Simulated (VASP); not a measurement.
# Cu (Fm-3m) in VASP: single point with r2SCAN

Aim: the single point of Cu with r2SCAN.

Program: VASP 6.6.1. These are calculated values, not measurements. Logs are shortened: lines on timing, memory, paths and dates and some standing lists are left out, and cuts for length are marked.

## (1) The cell of the first run

The structure is cubic, space group Fm-3m (No. 225). Conventional cell: a = 3.563 Å, b = 3.563 Å, c = 3.563 Å, α = 90.00°, β = 90.00°, γ = 90.00°. Cu (site symmetry m-3m) has 12 Cu at 2.52 Å within 3.3 Å.

## (2) Single point, r2SCAN

The input, POSCAR:

```
Cu
1.0
    0.0000000000      1.7816373414      1.7816373414
    1.7816373414      0.0000000000      1.7816373414
    1.7816373414      1.7816373414      0.0000000000
Cu
1
Direct
    0.0000000000      0.0000000000      0.0000000000
```

The input, INCAR.step1:

```
ALGO = Normal
EDIFF = 1E-4
ENCUT = 520
GGA = PE
ISMEAR = 0
LASPH = True
LCHARG = False
LREAL = False
LWAVE = True
NBANDS = 12
NELM = 100
PREC = Accurate
SIGMA = 0.1
```

The input, INCAR.step2:

```
ALGO = Normal
EDIFF = 1E-7
ENCUT = 520
ISIF = 2
ISMEAR = 0
ISTART = 1
LASPH = True
LCHARG = False
LMIXTAU = True
LREAL = False
LWAVE = False
METAGGA = R2SCAN
NBANDS = 12
NELM = 100
PREC = Accurate
SIGMA = 0.1
```

The input, KPOINTS:

```
k-points
0
Gamma
  20 20 20
```

Potentials or basis: VASP PAW PBE potentials, release 64 (Cu).

Started as:

```bash
$ cat potpaw_PBE.64/Cu/POTCAR > POTCAR
$ cp INCAR.step1 INCAR
$ mpirun -np 1 vasp_std > vasp.out
$ cp INCAR.step2 INCAR
$ mpirun -np 1 vasp_std > vasp.out
```

OUTCAR:

```text
EDIFF = 1E-7
   ENCUT = 520
   ISIF = 2
   ISMEAR = 0
   ISTART = 1
   LASPH = True
   LREAL = False
   METAGGA = R2SCAN
   NELM = 100
   PREC = Accurate

 ion  position               nearest neighbor table
   1  0.000  0.000  0.000-

  LATTYP: Found a face centered cubic cell.
 ALAT       =     3.5632746828

  Lattice vectors:

 A1 = (   0.0000000000,   1.7816373414,   1.7816373414)
 A2 = (   1.7816373414,   0.0000000000,   1.7816373414)
 A3 = (   1.7816373414,   1.7816373414,   0.0000000000)

Analysis of symmetry for initial positions (statically):
=====================================================================
 Subroutine PRICEL returns:
 Original cell was already a primitive cell.

 Routine SETGRP: Setting up the symmetry group for a
 face centered cubic supercell.

 Subroutine GETGRP returns: Found 48 space group operations
 (whereof 48 operations were pure point group operations)
 out of a pool of 48 trial point group operations.

The static configuration has the point symmetry O_h .

Analysis of symmetry for dynamics (positions and initial velocities):
=====================================================================
 Subroutine PRICEL returns:
 Original cell was already a primitive cell.

 Routine SETGRP: Setting up the symmetry group for a
 face centered cubic supercell.

 Subroutine GETGRP returns: Found 48 space group operations
 (whereof 48 operations were pure point group operations)
 out of a pool of 48 trial point group operations.

The dynamic configuration has the point symmetry O_h .

 Subroutine INISYM returns: Found 48 space group operations
 (whereof 48 operations are pure point group operations),
 and found     1 'primitive' translations

----------------------------------------------------------------------------------------

                                     Primitive cell

  volume of cell :      11.3107

  direct lattice vectors                    reciprocal lattice vectors
     0.000000000  1.781637341  1.781637341    -0.280640728  0.280640728  0.280640728
     1.781637341  0.000000000  1.781637341     0.280640728 -0.280640728  0.280640728
     1.781637341  1.781637341  0.000000000     0.280640728  0.280640728 -0.280640728

  length of vectors
     2.519615691  2.519615691  2.519615691     0.486083999  0.486083999  0.486083999

  position of ions in fractional coordinates (direct lattice)
     0.000000000  0.000000000  0.000000000

  ion indices of the primitive-cell ions
   primitive index   ion index
                 1           1

----------------------------------------------------------------------------------------

 KPOINTS: k-points

Automatic generation of k-mesh.
 Grid dimensions read from file:
 generate k-points for:   20   20   20

 Generating k-lattice:

  Cartesian coordinates                     Fractional coordinates (reciprocal lattice)
    -0.014032036  0.014032036  0.014032036     0.050000000  0.000000000  0.000000000
     0.014032036 -0.014032036  0.014032036     0.000000000  0.050000000  0.000000000
     0.014032036  0.014032036 -0.014032036     0.000000000  0.000000000  0.050000000

  Length of vectors
     0.024304200  0.024304200  0.024304200

  Shift w.r.t. Gamma in fractional coordinates (k-lattice)
     0.000000000  0.000000000  0.000000000

 Subroutine IBZKPT returns following result:
 ===========================================

 Found    256 irreducible k-points:

 Following reciprocal coordinates:
            Coordinates               Weight
  0.000000  0.000000  0.000000      1.000000
  0.050000  0.000000  0.000000      8.000000
  0.100000  0.000000  0.000000      8.000000
  0.150000  0.000000  0.000000      8.000000
  0.200000  0.000000  0.000000      8.000000
  0.250000  0.000000  0.000000      8.000000
[... 16 lines left out ...]
 -0.400000  0.050000  0.000000     24.000000
 -0.350000  0.050000  0.000000     24.000000
 [... further k-points ...]
   k-points           NKPTS =    256   k-points in BZ     NKDIM =    256   number of bands    NBANDS=     12
   number of dos      NEDOS =    301   number of ions     NIONS =      1
   total plane-waves  NPLWV =   8000
   dimension x,y,z NGX =    20 NGY =   20 NGZ =   20
   dimension x,y,z NGXF=    40 NGYF=   40 NGZF=   40
   ions per type =               1
   NGX,Y,Z   is equivalent  to a cutoff of  13.20, 13.20, 13.20 a.u.
   NGXF,Y,Z  is equivalent  to a cutoff of  26.39, 26.39, 26.39 a.u.
 SYSTEM =  unknown system
   PREC   = accura    normal or accurate (medium, high low for compatibility)
   ISTART =      1    job   : 0-new  1-cont  2-samecut
   ICHARG =      0    charge: 1-file 2-atom 10-const
   ISPIN  =      1    spin polarized calculation?
   LNONCOLLINEAR =      F non collinear calculations
   LSORBIT =      F    spin-orbit coupling
   LASPH  =      T    aspherical Exc in radial PAW
   ENCUT  =  520.0 eV  38.22 Ry    6.18 a.u.   4.68  4.68  4.68*2*pi/ulx,y,z
   NELM   =    100;   NELMIN=  2; NELMDL=  0     # of ELM steps
   EDIFF  = 0.1E-06   stopping-criterion for ELM
   LREAL  =      F    real-space projection
   EDIFFG = 0.1E-05   stopping-criterion for IOM
   NSW    =      0    number of steps for IOM
   IBRION =     -1    ionic relax: 0-MD 1-quasi-New 2-CG
   NFREE  =      0    steps in history (QN), initial steepest desc. (CG)
   ISIF   =      2    stress and relaxation
   ISYM   =      2    0-nonsym 1-usesym 2-fastsym
   POTIM  = 0.5000    time-step for ionic-motion
   TEBEG  =    0.0;   TEEND  =   0.0 temperature during run
   PSTRESS=    0.0 pullay stress
   NELECT =      11.0000    total number of electrons
   NUPDOWN=      -1.0000    fix difference up-down
   EMIN   =  10.00;   EMAX   =-10.00  energy-range for DOS
   EFERMI =   0.00;   METHOD = LEGACY
   ISMEAR =     0;   SIGMA  =   0.10  broadening in eV -4-tet -1-fermi 0-gaus
   EFERMI_NEDOS =   21; number of points for ismear=-14 and -15
   IALGO  =     38    algorithm
   IMIX   =      4    mixing-type and parameters
     AMIX     =   0.40;   BMIX     =  1.00
     AMIX_MAG =   1.60;   BMIX_MAG =  1.00
  volume/ion in A,a.u.               =      11.31        76.33
  Fermi-wavevector in a.u.,A,eV,Ry     =   1.621971  3.065081 35.794070  2.630790
  Thomas-Fermi vector in A             =   2.715660
   LORBIT       =      0    0 simple, 1 ext, 2 COOP (PROOUT), +10 PAW based schemes
   METAGGA = R2SCAN    functional components
   LHFCALC =     F    Hartree Fock is set to
   AEXX    =    0.0000 exact exchange contribution
   IVDW    =     0    specifies the selected vdW correction
   LEPSILON=     F    determine dielectric tensor
   LRPA    =     F    only Hartree local field effects (RPA)
 non-spin polarized calculation
 Gauss-broadening in eV      SIGMA  =   0.10
  energy-cutoff  :      520.00
  volume of cell :       11.31
 maximum number of plane-waves:       322
   NGX =  9   NGY =  9   NGZ =  9

 number of electron      11.0000014 magnetization

 Free energy of the ion-electron system (eV)
  ---------------------------------------------------
  ext. energy  EPLUGINS =         0.00000000
  ---------------------------------------------------
  free energy    TOTEN  =       -10.82673085 eV

  energy without entropy =      -10.82556003  energy(sigma->0) =      -10.82614544

 E-fermi :   7.9122     XC(G=0): -14.0375

 val. band max:        7.9120567179   @ k =   0.5000   0.2500   0.1000
 cond. band min:       7.9431859422   @ k =  -0.4500   0.1000   0.0000
 fundamental gap:      0.0311292243
 Fermi energy:         7.9122164995

 k-point     1 :       0.0000    0.0000    0.0000
  band No.  band energies     occupation
      1      -2.0734      2.00000
      2       4.6670      2.00000
      3       4.6670      2.00000
      4       4.6670      2.00000
      5       5.5408      2.00000
      6       5.5408      2.00000
      7      31.6828      0.00000
      8      35.0624      0.00000
      9      35.0624      0.00000
     10      35.0627      0.00000
     11      37.4928      0.00000
     12      37.4928      0.00000

 k-point     2 :       0.0500    0.0000    0.0000
  band No.  band energies     occupation
      1      -1.9757      2.00000
      2       4.6452      2.00000
      3       4.6859      2.00000
      4       4.6860      2.00000
      5       5.5331      2.00000
      6       5.5331      2.00000
      7      31.2317      0.00000
      8      33.6501      0.00000
      9      34.7185      0.00000
     10      34.7187      0.00000
     11      37.9698      0.00000
     12      37.9699      0.00000

 k-point     3 :       0.1000    0.0000    0.0000
  band No.  band energies     occupation
      1      -1.6851      2.00000
      2       4.5845      2.00000
      3       4.7365      2.00000
      4       4.7366      2.00000
      5       5.5158      2.00000
      6       5.5158      2.00000
      7      29.3066      0.00000
      8      32.7215      0.00000
      9      34.0741      0.00000
     10      34.0742      0.00000
     11      38.9737      0.00000
     12      38.9738      0.00000
[... 286 lines left out ...]
 k-point    23 :      -0.4000    0.0500    0.0000
  band No.  band energies     occupation
      1       2.3393      2.00000
      2       4.6261      2.00000
      3       4.6772      2.00000
      4       5.4192      2.00000
      5       6.0333      2.00000
      6       6.5309      2.00000
      7      13.8802      0.00000
      8      29.1065      0.00000
      9      31.1904      0.00000
     10      32.1731      0.00000
     11      34.9910      0.00000
     12      36.4786      0.00000

 k-point    24 :      -0.3500    0.0500    0.0000
  band No.  band energies     occupation
      1       1.9791      2.00000
      2       4.6825      2.00000
      3       4.7259      2.00000
      4       4.8593      2.00000
      5       5.8927      2.00000
      6       6.2003      2.00000
      7      15.8300      0.00000
      8      29.0768      0.00000
      9      31.5708      0.00000
     10      32.9581      0.00000
     11      35.0603      0.00000
     12      36.9636      0.00000

 [... further k-points ...]

------------------------ aborting loop because EDIFF is reached ----------------------------------------

  FORCE on cell =-STRESS in cart. coord.  units (eV):
  Direction    XX          YY          ZZ          XY          YZ          ZX
  --------------------------------------------------------------------------------------
  -------------------------------------------------------------------------------------
  Total        0.1782334      0.1782334      0.1782334     -0.0000000      0.0000000     -0.0000000
  in kB       25.2471158     25.2471158     25.2471158     -0.0000000      0.0000000     -0.0000000
  external PRESSURE =      25.2471158 kB  Pullay stress =       0.0000000 kB

 VOLUME and BASIS-vectors are now :
 -----------------------------------------------------------------------------
  energy-cutoff  :      520.00
  volume of cell :       11.31
      direct lattice vectors                 reciprocal lattice vectors
     0.000000000  1.781637341  1.781637341    -0.280640728  0.280640728  0.280640728
     1.781637341  0.000000000  1.781637341     0.280640728 -0.280640728  0.280640728
     1.781637341  1.781637341  0.000000000     0.280640728  0.280640728 -0.280640728

 POSITION                                       TOTAL-FORCE (eV/Angst)
 -----------------------------------------------------------------------------------
      0.00000      0.00000      0.00000         0.000000      0.000000     -0.000000
 -----------------------------------------------------------------------------------
    total drift:                                0.000000      0.000000      0.000000

  FREE ENERGIE OF THE ION-ELECTRON SYSTEM (eV)
  ---------------------------------------------------
  free  energy   TOTEN  =       -10.8267308469 eV

  energy  without entropy=      -10.8255600267  energy(sigma->0) =      -10.82614544
```

It took 56 s on 1 thread of Intel Xeon 6975P-C (Granite Rapids), shared host; peak memory 0.15 GiB.

Results:

```
Free energy : -10.8267 eV
Pressure    : 2.5 GPa
```

Caveat: the PAW data sets were made with another functional, which shifts forces and pressure a little.
